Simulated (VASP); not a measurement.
Here is a VASP 6.6.1 calculation.

Contents of INCAR:

```
PREC     = Accurate       # precision mode
ENCUT    = 420            # plane-wave cutoff, eV
EDIFF    = 1E-6           # SCF threshold, eV
ISMEAR   = 0              # smearing method
SIGMA    = 0.1            # smearing width, eV
LREAL    = False          # projectors in reciprocal space
LASPH    = True           # aspherical terms in the spheres
NELM     = 120            # most SCF steps
ALGO     = Normal         # electronic algorithm
ISIF     = 2              # what is computed and relaxed
LWAVE    = False          # write WAVECAR
LCHARG   = False          # write CHGCAR
LDIPOL   = True         
IDIPOL   = 3            
DIPOL    = 0.5 0.5 0.499
NBANDS   = 42             # bands
GGA_COMPAT= False        
NELMDL   = -8
```

The input KPOINTS:

```
Automatic mesh
0
Gamma
  12 12 1
```

POSCAR

```
Ir
1.0
    2.6947084175      0.0000000000      0.0000000000
   -1.3473542087      2.3336859453      0.0000000000
    0.0000000000      0.0000000000     23.6006606284
Ir
4
Direct
    0.6666666667      0.3333333333      0.3601594097
    0.3333333333      0.6666666667      0.4533864699
    0.0000000000      0.0000000000      0.5452677598
    0.6666666667      0.3333333333      0.6366513095
```

Potentials or basis: VASP PAW LDA potentials, release 64 (Ir_sv_GW).

Launch:

```console
$ cat potpaw_LDA.64/Ir_sv_GW/POTCAR > POTCAR
$ mpirun -np 1 vasp_std > vasp.out
```

Estimate the band gap on the k mesh.

zero (bands 34 and 35 overlap by 2.50 eV).

What does it give for the largest force?

0.471 eV/Å.

Forces on the atoms (eV/Å):
```
Ir   0.000  0.000  0.404
Ir   0.000  0.000 -0.471
Ir   0.000  0.000 -0.013
Ir   0.000  0.000  0.081
```

Caveat: spin-orbit coupling is left out, which moves the levels of the heavy elements.
